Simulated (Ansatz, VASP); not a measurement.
**TaN in VASP and in Ansatz**

The input INCAR:

```
PREC = Accurate
ENCUT = 520
EDIFF = 1E-7
ISMEAR = 0
SIGMA = 0.05
LREAL = F
LASPH = T
NELM = 150
ALGO = Normal
ISIF = 2
LWAVE = F
LCHARG = F
ISPIN = 2
MAGMOM = 0 0 0 0 0 0
LORBIT = 11
LMAXMIX = 4
LDAU = T
LDAUTYPE = 2
LDAUL = 2 -1
LDAUU = 4 0
LDAUJ = 0 0
LDAUPRINT = 1
GGA = CA
NBANDS = 37
```

KPOINTS

```
regular mesh
0
Gamma
  4 4 7
```

File POSCAR:

```
TaN
1.0
    5.1850002000      0.0000000000      0.0000000000
   -2.5925001000      4.4903418900      0.0000000000
    0.0000000000      0.0000000000      2.9080005300
Ta N
3 3
Direct
    0.0000000000      0.0000000000      0.0000000000
    0.3333333333      0.6666666667      0.5000000000
    0.6666666667      0.3333333333      0.5000000000
    0.5000000000      0.0000000000      0.0000000000
    0.5000000000      0.5000000000      0.0000000000
    0.0000000000      0.5000000000      0.0000000000
```

Input for Ansatz:

```yaml
crystal:
  lattice:
    - [5.1850002, 0.0, 0.0]
    - [-2.5925001, 4.49034189, 0.0]
    - [0.0, 0.0, 2.90800053]
  atoms:
    - { symbol: Ta, position: [0.0, 0.0, 0.0], spin: 2.0 }
    - { symbol: Ta, position: [0.3333333333, 0.6666666667, 0.5], spin: 2.0 }
    - { symbol: Ta, position: [0.6666666667, 0.3333333333, 0.5], spin: 2.0 }
    - { symbol: "N", position: [0.5, 0.0, 0.0] }
    - { symbol: "N", position: [0.5, 0.5, 0.0] }
    - { symbol: "N", position: [0.0, 0.5, 0.0] }
basis:
  ecutwfc: 420
  ecutrho_ratio: 4
kpoints:
  mp_grid: { grid: [4, 4, 7] }
hamiltonian:
  xc: lda
  hubbard:
    sites:
      - { site: 0, l: d, u_eff: 4.0, starting_ns: [{ spin: up, occupation_matrix: s0up }, { spin: down, occupation_matrix: s0down }] }
      - { site: 1, l: d, u_eff: 4.0, starting_ns: [{ spin: up, occupation_matrix: s1up }, { spin: down, occupation_matrix: s1down }] }
      - { site: 2, l: d, u_eff: 4.0, starting_ns: [{ spin: up, occupation_matrix: s2up }, { spin: down, occupation_matrix: s2down }] }
    occupation_matrices:
      s0up:
        matrix:
          - [0.97, 0.0, 0.0, 0.0, 0.0]
          - [0.0, 0.02, 0.0, 0.0, 0.0]
          - [0.0, 0.0, 0.97, 0.0, 0.0]
          - [0.0, 0.0, 0.0, 0.02, 0.0]
          - [0.0, 0.0, 0.0, 0.0, 0.02]
      s0down:
        matrix:
          - [0.02, 0.0, 0.0, 0.0, 0.0]
          - [0.0, 0.02, 0.0, 0.0, 0.0]
          - [0.0, 0.0, 0.02, 0.0, 0.0]
          - [0.0, 0.0, 0.0, 0.02, 0.0]
          - [0.0, 0.0, 0.0, 0.0, 0.02]
      s1up:
        matrix:
          - [0.02, 0.0, 0.0, 0.0, 0.0]
          - [0.0, 0.97, 0.0, 0.0, 0.0]
          - [0.0, 0.0, 0.02, 0.0, 0.0]
          - [0.0, 0.0, 0.0, 0.97, 0.0]
          - [0.0, 0.0, 0.0, 0.0, 0.02]
      s1down:
        matrix:
          - [0.02, 0.0, 0.0, 0.0, 0.0]
          - [0.0, 0.02, 0.0, 0.0, 0.0]
          - [0.0, 0.0, 0.02, 0.0, 0.0]
          - [0.0, 0.0, 0.0, 0.02, 0.0]
          - [0.0, 0.0, 0.0, 0.0, 0.02]
      s2up:
        matrix:
          - [0.97, 0.0, 0.0, 0.0, 0.0]
          - [0.0, 0.97, 0.0, 0.0, 0.0]
          - [0.0, 0.0, 0.02, 0.0, 0.0]
          - [0.0, 0.0, 0.0, 0.02, 0.0]
          - [0.0, 0.0, 0.0, 0.0, 0.02]
      s2down:
        matrix:
          - [0.02, 0.0, 0.0, 0.0, 0.0]
          - [0.0, 0.02, 0.0, 0.0, 0.0]
          - [0.0, 0.0, 0.02, 0.0, 0.0]
          - [0.0, 0.0, 0.0, 0.02, 0.0]
          - [0.0, 0.0, 0.0, 0.0, 0.02]
    ns_hold: { iters: 12 }
scf:
  occupations: { method: gaussian, width: 0.05 }
  lower_state_search: "off"
  max_iter: 150
output:
  forces: true
  stress: true
  eigenvalues: true
  populations: true
  hubbard: { sites: [{ site: 0, l: d }, { site: 1, l: d }, { site: 2, l: d }] }
  write_density: true
  write_potential: true
  elf: true
  volumetric_format: npy
magnetization:
  spin_polarized: true
```

Alike in both runs: task single point; functional LDA; k mesh 4 × 4 × 7; occupations gaussian, width 0.05 eV; collinear spin; Hubbard terms Ta d U = 4.0 eV.

```csv
,VASP,Ansatz
version,VASP 6.6.1,Ansatz 0.2.0
potentials or method,"VASP PAW LDA potentials, release 64 (Ta_pv, N), cutoff 520 eV","scalar-relativistic, plane waves, PAW"
valence electrons in the cell,48,54
```

|  | VASP | Ansatz | Ansatz less VASP |
| --- | --- | --- | --- |
| gap on the k mesh at the Fermi level (eV) | none | none | - |
| pressure (GPa) | 9.0 | -1.2 | -10.20 |
| traceless stress, the component that is largest in VASP (GPa) | 1.06 | -3.45 | -4.501 |

LDA's correlation is that of Perdew and Zunger in VASP and of Perdew and Wang (1992) in Ansatz. The programs project onto different local orbitals, so the same U acts differently, and such runs can settle in different states. A gap of «none» marks a metal or a gap that the smearing closes. VASP's potentials hold 48 valence electrons a cell and Ansatz's 54, so a difference there can come from the potentials and not from the codes. Ansatz's warnings: filled band counts differ across k points, seeded moment not kept, specified occupation not kept, symmetry narrowed by occupation matrices.

Neither program's run includes spin-orbit coupling.
